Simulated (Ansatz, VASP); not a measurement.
**One calculation of SnO2, two programs**

INCAR

```
  PREC = Accurate
  ENCUT = 520
  EDIFF = 1E-6
  ISMEAR = -1
  SIGMA = 0.05
  LREAL = False
  LASPH = True
  NELM = 60
  ALGO = Normal
  ISIF = 2
  LWAVE = False
  LCHARG = False
  GGA = PE
  NBANDS = 64
```

File KPOINTS:

```
regular mesh
0
Gamma
  5 5 5
```

File POSCAR:

```
SnO2
1.0
    5.1752560000      0.0000000000      0.0000000000
    0.0000000000      5.1752560000      0.0000000000
    0.0000000000      0.0000000000      5.1752560000
Sn O
4 8
Direct
    0.0000000000      0.0000000000      0.0000000000
    0.5000000000      0.0000000000      0.5000000000
    0.5000000000      0.5000000000      0.0000000000
    0.0000000000      0.5000000000      0.5000000000
    0.6610980000      0.8389020000      0.1610980000
    0.8389020000      0.1610980000      0.6610980000
    0.1610980000      0.6610980000      0.8389020000
    0.3389020000      0.3389020000      0.3389020000
    0.6610980000      0.6610980000      0.6610980000
    0.8389020000      0.3389020000      0.1610980000
    0.1610980000      0.8389020000      0.3389020000
    0.3389020000      0.1610980000      0.8389020000
```

Contents of input.yaml:

```yaml
crystal:
  lattice:
    - [5.175256, 0.0, 0.0]
    - [0.0, 5.175256, 0.0]
    - [0.0, 0.0, 5.175256]
  atoms:
    - { symbol: Sn, position: [0.0, 0.0, 0.0] }
    - { symbol: Sn, position: [0.5, 0.0, 0.5] }
    - { symbol: Sn, position: [0.5, 0.5, 0.0] }
    - { symbol: Sn, position: [0.0, 0.5, 0.5] }
    - { symbol: O, position: [0.661098, 0.838902, 0.161098] }
    - { symbol: O, position: [0.838902, 0.161098, 0.661098] }
    - { symbol: O, position: [0.161098, 0.661098, 0.838902] }
    - { symbol: O, position: [0.338902, 0.338902, 0.338902] }
    - { symbol: O, position: [0.661098, 0.661098, 0.661098] }
    - { symbol: O, position: [0.838902, 0.338902, 0.161098] }
    - { symbol: O, position: [0.161098, 0.838902, 0.338902] }
    - { symbol: O, position: [0.338902, 0.161098, 0.838902] }
hamiltonian:
  xc: pbe
  pseudopotentials: { kind: paw }
kpoints:
  mp_grid: { grid: [5, 5, 5] }
  band_path:
    path:
      - [[0.0, 0.0, 0.0], [0.0, 0.5, 0.0], [0.5, 0.5, 0.0], [0.0, 0.0, 0.0], [0.5, 0.5, 0.5], [0.0, 0.5, 0.0]]
      - [[0.5, 0.5, 0.0], [0.5, 0.5, 0.5]]
    npoints: 10
scf:
  occupations: { method: fermi_dirac, width: 0.05 }
  n_extra_bands: 30
output:
  forces: true
  stress: true
  eigenvalues: true
  fatbands: false
```

Alike in both runs: functional PBE; k mesh 5 × 5 × 5; occupations fermi-dirac, width 0.05 eV; no spin polarisation.

|  | VASP | Ansatz |
| --- | --- | --- |
| version | VASP 6.6.1 | Ansatz 0.2.0 |
| potentials or method | VASP PAW PBE potentials, release 64 (Sn_d, O) | Ansatz PAW |
| plane-wave cutoff (eV) | 520 | 420 |
| valence electrons in the cell | 104 | 104 |
| task | single point | band structure |

```tsv
	VASP	Ansatz	Ansatz less VASP
gap on the k mesh at the Fermi level (eV)	0.56	0.57	+0.008
least direct gap on the mesh (eV)	0.62	0.63	+0.007
pressure (GPa)	0.0	-0.6	-0.60
```
